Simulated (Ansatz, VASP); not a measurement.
Given: the input of a run of Ansatz 0.2.0 on KBr.

Contents of input.yaml:

```yaml
crystal:
  lattice:
    - [0.0, 3.3, 3.3]
    - [3.3, 0.0, 3.3]
    - [3.3, 3.3, 0.0]
  atoms:
    - { symbol: Br, position: [0.498136, 0.504993, 0.504796] }
    - { symbol: K, position: [-0.003267, 0.013194, -0.005341] }
kpoints:
  mp_grid: { grid: [7, 7, 7] }
scf:
  occupations: { method: fermi_dirac, width: 0.05 }
hamiltonian:
  xc: pbe
  pseudopotentials: { kind: all_electron, lapw: { basis_error: 0.001 } }
output:
  forces: true
  stress: true
  eigenvalues: true
  populations: true
```

Potentials or basis: all-electron LAPW, scalar-relativistic.

Run with:

```bash
$ ansatz run input.yaml --threads 1 --pin off --max-ram 2560MiB --backend cpu --events-out ev --progress --plain --runs-dir out
```

Problem. Set up the same calculation for VASP 6.6.1. Potentials there: VASP PAW PBE potentials, release 64 (Br, K_sv).

Solution. As run (the cutoff follows the program's own potentials):

File INCAR:

```
PREC     = Accurate       # precision mode
ENCUT    = 520            # plane-wave cutoff, eV
EDIFF    = 1E-7           # SCF threshold, eV
ISMEAR   = -1             # smearing method
SIGMA    = 0.05           # smearing width, eV
LREAL    = F              # projectors in reciprocal space
LASPH    = T              # aspherical terms in the spheres
NELM     = 60             # most SCF steps
ALGO     = Normal         # electronic algorithm
ISIF     = 2              # what is computed and relaxed
LWAVE    = F              # write WAVECAR
LCHARG   = F              # write CHGCAR
GGA      = PE             # functional
NBANDS   = 15             # bands
```

The input KPOINTS:

```
Automatic mesh
0
Gamma
  7 7 7
```

The input POSCAR:

```
KBr
1.0
    0.0000000000      3.3000000000      3.3000000000
    3.3000000000      0.0000000000      3.3000000000
    3.3000000000      3.3000000000      0.0000000000
Br K
1 1
Direct
    0.4981360000      0.5049930000      0.5047960000
   -0.0032670000      0.0131940000     -0.0053410000
```

Potentials or basis: VASP PAW PBE potentials, release 64 (Br, K_sv).

Command:

```console
$ cat potpaw_PBE.64/Br/POTCAR potpaw_PBE.64/K_sv/POTCAR > POTCAR
$ mpirun -np 1 vasp_std > vasp.out
```

Both were run:

|  | VASP | Ansatz | Ansatz less VASP |
| --- | --- | --- | --- |
| gap on the k mesh at the Fermi level (eV) | 4.43 | 4.44 | +0.002 |
| least direct gap on the mesh (eV) | 4.43 | 4.44 | +0.002 |
| pressure (GPa) | 0.8 | 0.7 | -0.04 |
| rms of the force components (eV/Å) | 0.032 | 0.032 | -0.0005 |

Atom by atom the forces differ by 0.000 eV/Å (rms over components). Ansatz ran all-electron here, and VASP with PAW potentials.
